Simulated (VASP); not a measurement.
Set up this calculation in VASP 6.6.1, as the native input.

| Item | Value |
| --- | --- |
| Task | relaxation of cell and atoms |
| Functional | PBE |
| Potentials or basis | VASP PAW PBE potentials, release 64 (B, As) |
| Cutoff | 600 eV |
| k mesh | 12 × 12 × 4 |
| Occupations | gaussian, width 0.1 eV |
| Spin | no spin polarisation |
| Dipole correction | no |
| Further INCAR settings | ALGO = Normal; EDIFF = 1e-07; IBRION = 2; EDIFFG = -0.01; NSW = 100; ISIF = 3 |

The structure of B5As2 lies in POSCAR:

```
B5As2
1.0
    2.9343173496     -1.5746141439      0.0000000000
    2.9343173496      1.5746141439      0.0000000000
   -0.5159323519      0.0000000000      8.4204177710
B As
5 2
Direct
    0.0000000000      0.0000000000      0.5000000000
    0.7304020925      0.7304020925      0.4444112919
    0.2695979075      0.2695979075      0.5555887081
    0.9946899401      0.9946899401      0.8991677070
    0.0053100599      0.0053100599      0.1008322930
    0.6898088290      0.6898088290      0.1977251755
    0.3101911710      0.3101911710      0.8022748245
```

These files were run (other wordings do the same):

INCAR

```
ALGO = Normal
EDIFF = 1E-7
EDIFFG = -0.01
ENCUT = 600
GGA = PE
IBRION = 2
ISIF = 3
ISMEAR = 0
LASPH = True
LCHARG = False
LREAL = False
LWAVE = False
NELM = 80
NSW = 100
PREC = Accurate
SIGMA = 0.1
```

KPOINTS

```
k-points
0
Gamma
  12 12 4
```

Potentials or basis: VASP PAW PBE potentials, release 64 (B, As).

Launch:

```sh
$ cat potpaw_PBE.64/B/POTCAR potpaw_PBE.64/As/POTCAR > POTCAR
$ mpirun -np 1 vasp_std > vasp.out
```

Results of the run:

- Relaxed volume: 11.15 Å³/atom
- Relaxed cell: a = 3.336 Å, b = 3.336 Å, c = 8.435 Å, α = 93.17°, β = 93.17°, γ = 56.44°
- Space group after relaxing (to 0.1 Å): C2/m (No. 12)
- Energy gained by relaxing: 0.1 meV/atom
- Ionic steps: 6
- Pressure after relaxing: 0.0 GPa
- Largest force after relaxing: 0.005 eV/Å
- Band gap on the k mesh: zero (an odd number of electrons rules out a gap without spin polarisation)

Caveat: an odd number of electrons without spin polarisation forces a metal; a magnetic or distorted state may lie lower.

It took 24 min on 1 thread of Intel(R) Xeon(R) Platinum 8375C CPU @ 2.90GHz (Ice Lake), on a shared host, peak memory 0.39 GiB.
